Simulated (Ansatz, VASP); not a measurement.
## InSe in VASP and in Ansatz

File INCAR:

```
PREC     = Accurate       # precision mode
ENCUT    = 520            # plane-wave cutoff, eV
EDIFF    = 1E-8           # SCF threshold, eV
ISMEAR   = -1             # smearing method
SIGMA    = 0.01           # smearing width, eV
LREAL    = False          # projectors in reciprocal space
LASPH    = True           # aspherical terms in the spheres
NELM     = 100            # most SCF steps
ALGO     = Normal         # electronic algorithm
ISIF     = 2              # what is computed and relaxed
LWAVE    = False          # write WAVECAR
LCHARG   = False          # write CHGCAR
GGA      = PS             # functional
LEFG     = True         
NBANDS   = 27             # bands
```

Contents of KPOINTS:

```
regular mesh
0
Gamma
  7 7 7
```

Contents of POSCAR:

```
InSe
1.0
    2.0263184533      1.1698955045      8.4261124190
   -2.0263184533      1.1698955045      8.4261124190
    0.0000000000     -2.3397910090      8.4261124190
In Se
2 2
Direct
    0.0000000000      0.0000000000      0.0000000000
    0.1122000000      0.1122000000      0.1122000000
    0.6155000000      0.6155000000      0.6155000000
    0.8300000000      0.8300000000      0.8300000000
```

Input for Ansatz:

```yaml
crystal:
  lattice:
    - [2.0263184533, 1.1698955045, 8.426112419]
    - [-2.0263184533, 1.1698955045, 8.426112419]
    - [0.0, -2.339791009, 8.426112419]
  atoms:
    - { symbol: In, position: [0.0, 0.0, 0.0] }
    - { symbol: In, position: [0.1122, 0.1122, 0.1122] }
    - { symbol: Se, position: [0.6155, 0.6155, 0.6155] }
    - { symbol: Se, position: [0.83, 0.83, 0.83] }
kpoints:
  mp_grid: { grid: [7, 7, 7] }
scf:
  occupations: { method: fermi_dirac, width: 0.01 }
hamiltonian:
  xc: pbesol
  pseudopotentials: { kind: all_electron, datasets: crystal }
output:
  forces: true
  stress: true
  eigenvalues: true
  efg: { contact_densities: true }
```

Change from the starting cell: volume scaled by 1.04, crystal datasets.

Alike in both runs: task electric field gradients; functional PBEsol; k mesh 7 × 7 × 7; occupations fermi-dirac, width 0.01 eV; no spin polarisation.

```csv
,VASP,Ansatz
version,VASP 6.6.1,Ansatz 0.2.0
potentials or method,"VASP PAW PBE potentials, release 64 (In_d, Se), cutoff 520 eV","all-electron PAW with datasets made for the crystal, scalar-relativistic"
```

|  | VASP | Ansatz | Ansatz less VASP |
| --- | --- | --- | --- |
| gap on the k mesh at the Fermi level (eV) | 0.58 | 0.59 | +0.010 |
| pressure (GPa) | -1.6 | -1.6 | -0.04 |
| traceless stress, the component that is largest in VASP (GPa) | -0.30 | -0.29 | +0.008 |
| rms of the force components (eV/Å) | 0.102 | 0.108 | +0.0063 |
| size of Vzz on the site where it differs most (V/Å²) | 60.3 | 63.3 | +2.97 |

VASP's potentials were made for PBE, not for PBEsol. Atom by atom the forces differ by 0.009 eV/Å (rms over components). Ansatz ran all-electron here, and VASP with PAW potentials.
